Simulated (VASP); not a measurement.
Set up this calculation in VASP 6.6.1, as the native input.

- Task: single point
- Functional: PBEsol
- Dispersion: D3(BJ)
- Potentials or basis: VASP PAW PBE potentials, release 64 (P)
- Cutoff: 520 eV
- k mesh: 14 × 14 × 12
- Occupations: gaussian, width 0.1 eV
- Spin: no spin polarisation
- Dipole correction: no
- Further INCAR settings: ALGO = Fast; EDIFF = 1e-07; NBANDS = 18

The structure of P lies in POSCAR:

```
P
1.0
    1.6751176354     -4.6714176765      0.0000000000
    1.6751176354      4.6714176765      0.0000000000
    0.0000000000      0.0000000000      3.4709227065
P
4
Direct
    0.1176247546      0.8823752454      0.9613508627
    0.6176247546      0.3823752454      0.5386491373
    0.8823752454      0.1176247546      0.0386491373
    0.3823752454      0.6176247546      0.4613508627
```

The input as run:

INCAR

```
PREC = Accurate
ENCUT = 520
EDIFF = 1E-7
ISMEAR = 0
SIGMA = 0.1
LREAL = F
LASPH = T
NELM = 80
ALGO = Fast
ISIF = 2
LWAVE = F
LCHARG = T
GGA = PS
IVDW = 12
LELF = T
LVHAR = T
NBANDS = 18
```

KPOINTS

```
Automatic mesh
0
Gamma
  14 14 12
```

Potentials or basis: VASP PAW PBE potentials, release 64 (P).

Command:

```sh
$ cat potpaw_PBE.64/P/POTCAR > POTCAR
$ mpirun -np 1 vasp_std > vasp.out
```

It gave:

The pressure is 10.1 GPa. The largest force is 0.046 eV/Å, the band gap on the k mesh is zero (bands 10 and 11 overlap by 1.57 eV) and the dispersion energy per atom is -0.418 eV.

Caveat: the cell stands under pressure; the PAW data sets were made with another functional, which shifts forces and pressure a little.

It took 12 min on 1 thread of Oxide Virtual Turin-like Processor (shared host), peak memory 0.37 GiB.
